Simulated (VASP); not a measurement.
PtSe2, 3 atoms in the cell. It takes space group P-3m1 (No. 164, trigonal). Conventional cell: a = 3.784 Å, b = 3.784 Å, c = 4.982 Å, α = 90.00°, β = 90.00°, γ = 120.00°. Within 3.3 Å of Pt (site symmetry -3m) lie 6 Se at 2.53 Å. Se (site symmetry 3m) has 3 Pt at 2.53 Å and 6 Se at 3.26 to 3.37 Å within 3.4 Å. 

| Property | Result |
| --- | --- |
| Program | VASP 6.6.1 |
| Task | single point |
| Functional | PBE |
| Dispersion | D3(BJ) |
| Potentials or basis | VASP PAW PBE potentials, release 64 (Pt, Se) |
| Cutoff | 520 eV |
| k mesh | 10 × 10 × 8 |
| Occupations | gaussian, width 0.05 eV |
| Spin | no spin polarisation |
| Dipole correction | no |
| Further INCAR settings | ALGO = Normal; EDIFF = 1e-06; NBANDS = 18 |

Potentials or basis: VASP PAW PBE potentials, release 64 (Pt, Se).

Command:

```sh
$ cat potpaw_PBE.64/Pt/POTCAR potpaw_PBE.64/Se/POTCAR > POTCAR
$ mpirun -np 1 vasp_std > vasp.out
```

Hardware: 1 thread of Intel Xeon 8259CL, with other jobs on the host.

Task: How long does it take, and how much memory?

Result: It took 78 s on 1 thread of Intel Xeon 8259CL, with other jobs on the host, peak memory 0.27 GiB. Counts: scf iterations 13, k points 94.
